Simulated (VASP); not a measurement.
# AlPt: single point with PBEsol

Crystal: AlPt.

```
Al Pt
1.0
     3.09155    0.00000    0.00000
     0.00000    3.09155    0.00000
     0.00000    0.00000    3.09155
Al Pt
1 1
Direct
  0.08087 0.00000 0.00000
  0.50000 0.50000 0.50000
```

This cell differs from its parent crystal: all Al atoms moved -0.250 Å, as atom 1 towards its neighbour atom 1 (Al) at 3.092 Å.

```
Program             : VASP 6.6.1
Task                : single point
Functional          : PBEsol
Potentials or basis : VASP PAW PBE potentials, release 64 (Al, Pt)
Cutoff              : 520 eV
k mesh              : 16 × 16 × 16
Occupations         : gaussian, width 0.15 eV
Spin                : no spin polarisation
```

```
Pressure               : -2.0 GPa
Largest force          : 0.953 eV/Å
Band gap on the k mesh : zero (an odd number of electrons rules out a gap without spin polarisation)
```

Forces on the atoms (eV/Å):
```
Al  -0.953  0.000  0.000
Pt   0.953  0.000  0.000
```

Stress tensor (GPa, compression positive):
```
-3.59  0.00  0.00
 0.00 -1.23  0.00
 0.00  0.00 -1.23
```

Levels at points of the mesh, in eV from the Fermi level:
```csv
k point,band 3,band 4,band 5,band 6,band 7,band 8,band 9,band 10,band 11,band 12
"(0.00, 0.00, 0.00)",-5.61,-2.72,-2.64,-2.64,3.93,3.93,4.02,8.91,9.20,9.55
"(0.50, 0.00, 0.00)",-5.09,-4.03,-4.03,-2.53,-0.87,6.34,8.36,8.36,10.40,10.40
"(0.00, 0.50, 0.00)",-5.04,-4.15,-3.99,-2.46,-0.96,6.13,8.70,8.85,9.25,10.27
"(0.50, 0.50, 0.00)",-3.82,-3.69,-3.11,-2.91,-1.42,0.98,3.31,8.61,11.87,12.27
"(0.00, 0.50, 0.50)",-3.91,-3.91,-2.81,-2.81,-1.43,0.86,3.26,8.96,11.61,11.61
"(0.50, 0.50, 0.50)",-6.37,-1.36,-1.33,0.62,1.66,1.66,1.85,4.71,6.14,6.14
```

Wall time 55 s on 1 thread of AMD EPYC 9R45 96-Core Processor (Zen 5), with other jobs on the host, peak memory 0.25 GiB.

Caveat: the cell differs from its parent crystal (all Al atoms moved -0.250 Å, as atom 1 towards its neighbour atom 1 (Al) at 3.092 Å); the PAW data sets were made with another functional, which shifts forces and pressure a little; spin-orbit coupling is left out, which moves the levels of the heavy elements.
